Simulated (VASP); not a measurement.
A run of VASP 6.6.1 is set up as follows.

INCAR

```
SYSTEM = ScSi2
PREC = Accurate ; ENCUT = 520
EDIFF = 1E-8 ; ISMEAR = -1
SIGMA = 0.05 ; LREAL = .FALSE.
LASPH = .TRUE. ; NELM = 100
ALGO = Normal ; ISIF = 2
LWAVE = .FALSE. ; LCHARG = .FALSE.
GGA = PS ; LEFG = .TRUE.
NBANDS = 16
```

File KPOINTS:

```
Automatic mesh
0
G
  13 13 11
  0 0 0
```

The input POSCAR:

```
ScSi2
1.0
    3.6842378190      0.0000000000      0.0000000000
   -1.8421189095      3.1906435449      0.0000000000
    0.0000000000      0.0000000000      3.8956298860
Sc Si
1 2
Direct
    0.0000000000      0.0000000000      0.0000000000
    0.3333333333      0.6666666667      0.5000000000
    0.6666666667      0.3333333333      0.5000000000
```

Potentials or basis: VASP PAW PBE potentials, release 64 (Sc_sv, Si).

Launch:

```console
$ cat potpaw_PBE.64/Sc_sv/POTCAR potpaw_PBE.64/Si/POTCAR > POTCAR
$ mpirun -np 1 vasp_std > vasp.out
```

Q: What does it give for the band gap on the k mesh?

A: Zero (an odd number of electrons rules out a gap without spin polarisation).

Q: Predict the pressure.

A: 18.4 GPa.

Electric field gradients, principal values (V/Å²):
```tsv
atom	least	middle	greatest (by size)
1 Sc	2.595	2.598	-5.193
2 Si	-7.598	-7.598	15.196
3 Si	-7.598	-7.598	15.196
```

Caveat: the cell stands under pressure; without QUAD_EFG the Cq values of the log hold for a quadrupole moment of 1 mb, not for the nuclei; the PAW data sets were made with another functional, which shifts forces and pressure a little.
